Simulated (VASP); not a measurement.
# Au (R-3m) in VASP: single point with PBE

Aim: the single point of Au with PBE.

Program: VASP 6.6.1. These are calculated values, not measurements. Logs are shortened: lines on timing, memory, paths and dates and some standing lists are left out, and cuts for length are marked.

### 1 The cell of the first run

Symmetry: R-3m, No. 166, trigonal system. The conventional cell has a = 2.964 Å, b = 2.964 Å, c = 6.751 Å, α = 90.00°, β = 90.00°, γ = 120.00°. Au (site symmetry -3m) has 12 Au at 2.83 to 2.96 Å within 3.7 Å.

### 2 Single point, PBE

Contents of INCAR:

```
SYSTEM = Au
PREC     = Accurate       ! precision mode
ENCUT    = 520            ! plane-wave cutoff, eV
EDIFF    = 1E-6           ! SCF threshold, eV
ISMEAR   = 0              ! smearing method
SIGMA    = 0.15           ! smearing width, eV
LREAL    = .False.        ! projectors in reciprocal space
LASPH    = .True.         ! aspherical terms in the spheres
NELM     = 60             ! most SCF steps
ALGO     = Fast           ! electronic algorithm
ISIF     = 2              ! what is computed and relaxed
LWAVE    = .False.        ! write WAVECAR
LCHARG   = .True.         ! write CHGCAR
GGA      = PE             ! functional
LELF     = .True.         ! ELF
LVHAR    = .True.       
NBANDS   = 12             ! bands
```

Contents of KPOINTS:

```
regular mesh
0
Gamma
  22 22 22
  0 0 0
```

Contents of POSCAR:

```
Au
1.0
   -0.0977939411      1.9977905112      1.9977905112
    1.9977905112     -0.0977939411      1.9977905112
    1.9977905112      1.9977905112     -0.0977939411
Au
1
Direct
    0.0000000000      0.0000000000      0.0000000000
```

Potentials or basis: VASP PAW PBE potentials, release 64 (Au).

The run is started by

```bash
> cat potpaw_PBE.64/Au/POTCAR > POTCAR
> mpirun -np 1 vasp_std > vasp.out
```

OUTCAR:

```text
SYSTEM = Au
   PREC = Accurate
   ENCUT = 520
   EDIFF = 1E-6
   ISMEAR = 0
   LREAL = .False.
   LASPH = .True.
   NELM = 60
   ISIF = 2
   GGA = PE

 ion  position               nearest neighbor table
   1  0.000  0.000  0.000-

  LATTYP: Found a trigonal (rhomboedric) cell.
 ALAT       =     2.8269944302
 COS(alpha) =     0.4505091948

  Lattice vectors:

 A1 = (  -0.0977939411,   1.9977905112,   1.9977905112)
 A2 = (   1.9977905112,  -0.0977939411,   1.9977905112)
 A3 = (   1.9977905112,   1.9977905112,  -0.0977939411)

Analysis of symmetry for initial positions (statically):
=====================================================================
 Subroutine PRICEL returns:
 Original cell was already a primitive cell.

 Routine SETGRP: Setting up the symmetry group for a
 trigonal (rhombohedral) supercell.

 Subroutine GETGRP returns: Found 12 space group operations
 (whereof 12 operations were pure point group operations)
 out of a pool of 12 trial point group operations.

The static configuration has the point symmetry D_3d.

Analysis of symmetry for dynamics (positions and initial velocities):
=====================================================================
 Subroutine PRICEL returns:
 Original cell was already a primitive cell.

 Routine SETGRP: Setting up the symmetry group for a
 trigonal (rhombohedral) supercell.

 Subroutine GETGRP returns: Found 12 space group operations
 (whereof 12 operations were pure point group operations)
 out of a pool of 12 trial point group operations.

The dynamic configuration has the point symmetry D_3d.

 Subroutine INISYM returns: Found 12 space group operations
 (whereof 12 operations are pure point group operations),
 and found     1 'primitive' translations

----------------------------------------------------------------------------------------

                                     Primitive cell

  volume of cell :      17.1170

  direct lattice vectors                    reciprocal lattice vectors
    -0.097793941  1.997790511  1.997790511    -0.232610619  0.244583225  0.244583225
     1.997790511 -0.097793941  1.997790511     0.244583225 -0.232610619  0.244583225
     1.997790511  1.997790511 -0.097793941     0.244583225  0.244583225 -0.232610619

  length of vectors
     2.826994430  2.826994430  2.826994430     0.416832829  0.416832829  0.416832829

  position of ions in fractional coordinates (direct lattice)
     0.000000000  0.000000000  0.000000000

  ion indices of the primitive-cell ions
   primitive index   ion index
                 1           1

----------------------------------------------------------------------------------------

 KPOINTS: regular mesh

Automatic generation of k-mesh.
 Grid dimensions read from file:
 generate k-points for:   22   22   22

 Generating k-lattice:

  Cartesian coordinates                     Fractional coordinates (reciprocal lattice)
    -0.010573210  0.011117419  0.011117419     0.045454545 -0.000000000 -0.000000000
     0.011117419 -0.010573210  0.011117419    -0.000000000  0.045454545 -0.000000000
     0.011117419  0.011117419 -0.010573210    -0.000000000 -0.000000000  0.045454545

  Length of vectors
     0.018946947  0.018946947  0.018946947

  Shift w.r.t. Gamma in fractional coordinates (k-lattice)
     0.000000000  0.000000000  0.000000000

 Subroutine IBZKPT returns following result:
 ===========================================

 Found   1024 irreducible k-points:

 Following reciprocal coordinates:
            Coordinates               Weight
  0.000000  0.000000  0.000000      1.000000
  0.045455  0.000000 -0.000000      6.000000
  0.090909  0.000000 -0.000000      6.000000
  0.136364  0.000000  0.000000      6.000000
  0.181818  0.000000  0.000000      6.000000
  0.227273 -0.000000 -0.000000      6.000000
[... 16 lines left out ...]
  0.500000  0.045455  0.000000     12.000000
 -0.454545  0.045455  0.000000     12.000000
 [... further k-points ...]
   k-points           NKPTS =   1024   k-points in BZ     NKDIM =   1024   number of bands    NBANDS=     12
   number of dos      NEDOS =    301   number of ions     NIONS =      1
   total plane-waves  NPLWV =  13824
   dimension x,y,z NGX =    24 NGY =   24 NGZ =   24
   dimension x,y,z NGXF=    48 NGYF=   48 NGZF=   48
   ions per type =               1
   NGX,Y,Z   is equivalent  to a cutoff of  14.11, 14.11, 14.11 a.u.
   NGXF,Y,Z  is equivalent  to a cutoff of  28.23, 28.23, 28.23 a.u.
 SYSTEM =  Au
   PREC   = accura    normal or accurate (medium, high low for compatibility)
   ISTART =      0    job   : 0-new  1-cont  2-samecut
   ICHARG =      2    charge: 1-file 2-atom 10-const
   ISPIN  =      1    spin polarized calculation?
   LNONCOLLINEAR =      F non collinear calculations
   LSORBIT =      F    spin-orbit coupling
   LASPH  =      T    aspherical Exc in radial PAW
   ENCUT  =  520.0 eV  38.22 Ry    6.18 a.u.   5.26  5.26  5.26*2*pi/ulx,y,z
   NELM   =     60;   NELMIN=  2; NELMDL= -5     # of ELM steps
   EDIFF  = 0.1E-05   stopping-criterion for ELM
   LREAL  =      F    real-space projection
   EDIFFG = 0.1E-04   stopping-criterion for IOM
   NSW    =      0    number of steps for IOM
   IBRION =     -1    ionic relax: 0-MD 1-quasi-New 2-CG
   NFREE  =      0    steps in history (QN), initial steepest desc. (CG)
   ISIF   =      2    stress and relaxation
   ISYM   =      2    0-nonsym 1-usesym 2-fastsym
   POTIM  = 0.5000    time-step for ionic-motion
   TEBEG  =    0.0;   TEEND  =   0.0 temperature during run
   PSTRESS=    0.0 pullay stress
   NELECT =      11.0000    total number of electrons
   NUPDOWN=      -1.0000    fix difference up-down
   EMIN   =  10.00;   EMAX   =-10.00  energy-range for DOS
   EFERMI =   0.00;   METHOD = LEGACY
   ISMEAR =     0;   SIGMA  =   0.15  broadening in eV -4-tet -1-fermi 0-gaus
   EFERMI_NEDOS =   21; number of points for ismear=-14 and -15
   IALGO  =     68    algorithm
   IMIX   =      4    mixing-type and parameters
     AMIX     =   0.40;   BMIX     =  1.00
     AMIX_MAG =   1.60;   BMIX_MAG =  1.00
  volume/ion in A,a.u.               =      17.12       115.51
  Fermi-wavevector in a.u.,A,eV,Ry     =   1.412742  2.669696 27.155058  1.995840
  Thomas-Fermi vector in A             =   2.534459
   LORBIT       =      0    0 simple, 1 ext, 2 COOP (PROOUT), +10 PAW based schemes
   GGA     = PE    functional components
   LHFCALC =     F    Hartree Fock is set to
   AEXX    =    0.0000 exact exchange contribution
   IVDW    =     0    specifies the selected vdW correction
   LEPSILON=     F    determine dielectric tensor
   LRPA    =     F    only Hartree local field effects (RPA)
 non-spin polarized calculation
 RMM-DIIS sequential band-by-band and
 Gauss-broadening in eV      SIGMA  =   0.15
  energy-cutoff  :      520.00
  volume of cell :       17.12
 maximum number of plane-waves:       483
 NGX is ok and might be reduce to    24
   NGX = 11   NGY = 11   NGZ = 11

 number of electron      11.0000001 magnetization

 Free energy of the ion-electron system (eV)
  ---------------------------------------------------
  ext. energy  EPLUGINS =         0.00000000
  ---------------------------------------------------
  free energy    TOTEN  =        -3.18936913 eV

  energy without entropy =       -3.18546956  energy(sigma->0) =       -3.18741934

 E-fermi :   9.4401     XC(G=0): -12.6869

 val. band max:        9.4371404601   @ k =   0.5000   0.3182   0.3182
 cond. band min:       9.4416512910   @ k =  -0.3182   0.2273   0.0455
 fundamental gap:      0.0045108309
 Fermi energy:         9.4401189384

 k-point     1 :       0.0000    0.0000    0.0000
  band No.  band energies     occupation
      1      -0.4126      2.00000
      2       4.4365      2.00000
      3       4.4365      2.00000
      4       5.1769      2.00000
      5       6.2884      2.00000
      6       6.2884      2.00000
      7      23.8135      0.00000
      8      27.1654      0.00000
      9      27.1654      0.00000
     10      29.6363      0.00000
     11      32.7309      0.00000
     12      36.7113      0.00000

 k-point     2 :       0.0455    0.0000   -0.0000
  band No.  band energies     occupation
      1      -0.3434      2.00000
      2       4.4300      2.00000
      3       4.4518      2.00000
      4       5.1912      2.00000
      5       6.2795      2.00000
      6       6.2797      2.00000
      7      23.8849      0.00000
      8      26.7696      0.00000
      9      27.2597      0.00000
     10      29.6370      0.00000
     11      33.1663      0.00000
     12      35.7805      0.00000

 k-point     3 :       0.0909    0.0000   -0.0000
  band No.  band energies     occupation
      1      -0.1396      2.00000
      2       4.4090      2.00000
      3       4.4927      2.00000
      4       5.2366      2.00000
      5       6.2592      2.00000
      6       6.2600      2.00000
      7      24.0439      0.00000
      8      25.8070      0.00000
      9      27.5337      0.00000
     10      29.7611      0.00000
     11      33.5083      0.00000
     12      34.9614      0.00000
[... 286 lines left out ...]
 k-point    23 :       0.5000    0.0455    0.0000
  band No.  band energies     occupation
      1       2.0984      2.00000
      2       4.2986      2.00000
      3       5.1528      2.00000
      4       6.8556      2.00000
      5       7.4508      2.00000
      6       8.6740      2.00000
      7      12.2394      0.00000
      8      23.5818      0.00000
      9      26.0945      0.00000
     10      27.4133      0.00000
     11      34.1523      0.00000
     12      34.5755      0.00000

 k-point    24 :      -0.4545    0.0455    0.0000
  band No.  band energies     occupation
      1       2.0976      2.00000
      2       4.3063      2.00000
      3       5.1515      2.00000
      4       6.8697      2.00000
      5       7.4170      2.00000
      6       8.4501      2.00000
      7      12.4977      0.00000
      8      23.5956      0.00000
      9      26.0339      0.00000
     10      27.5716      0.00000
     11      34.2152      0.00000
     12      34.3890      0.00000

 [... further k-points ...]
[... 5 lines left out ...]
  --------------------------------------------------------------------------------------
  -------------------------------------------------------------------------------------
  Total        0.8936884      0.8936884      0.8936884      0.1642819      0.1642819      0.1642819
  in kB       83.6504450     83.6504450     83.6504450     15.3770108     15.3770108     15.3770108
  external PRESSURE =      83.6504450 kB  Pullay stress =       0.0000000 kB

 VOLUME and BASIS-vectors are now :
 -----------------------------------------------------------------------------
  energy-cutoff  :      520.00
  volume of cell :       17.12
      direct lattice vectors                 reciprocal lattice vectors
    -0.097793941  1.997790511  1.997790511    -0.232610619  0.244583225  0.244583225
     1.997790511 -0.097793941  1.997790511     0.244583225 -0.232610619  0.244583225
     1.997790511  1.997790511 -0.097793941     0.244583225  0.244583225 -0.232610619

 POSITION                                       TOTAL-FORCE (eV/Angst)
 -----------------------------------------------------------------------------------
      0.00000      0.00000      0.00000         0.000000     -0.000000      0.000000
 -----------------------------------------------------------------------------------
    total drift:                               -0.000000      0.000000     -0.000000

  FREE ENERGIE OF THE ION-ELECTRON SYSTEM (eV)
  ---------------------------------------------------
  free  energy   TOTEN  =        -3.1893691274 eV

  energy  without entropy=       -3.1854695557  energy(sigma->0) =       -3.18741934
```

Wall time 2 min (1 thread of Intel Xeon Platinum 8259CL at 2.50GHz (Skylake/Cascade Lake), shared host); peak memory 0.32 GiB.

Results:

```yaml
Free_energy: -3.1894 eV
Pressure: 8.4 GPa
```

Levels at points of the mesh, in eV from the Fermi level:
```csv
k point,band 4,band 5,band 6,band 7,band 8,band 9
"(0.00, 0.00, 0.00)",-4.26,-3.15,-3.15,14.37,17.73,17.73
"(0.50, 0.00, 0.00)",-2.28,-1.91,-1.14,2.74,14.09,16.87
"(0.50, 0.50, 0.00)",-1.76,-1.58,1.02,5.76,9.11,10.88
"(0.50, 0.50, 0.50)",-1.86,-1.86,-0.40,4.01,13.38,15.97
```

Caveat: spin-orbit coupling is left out, which moves the levels of the heavy elements.
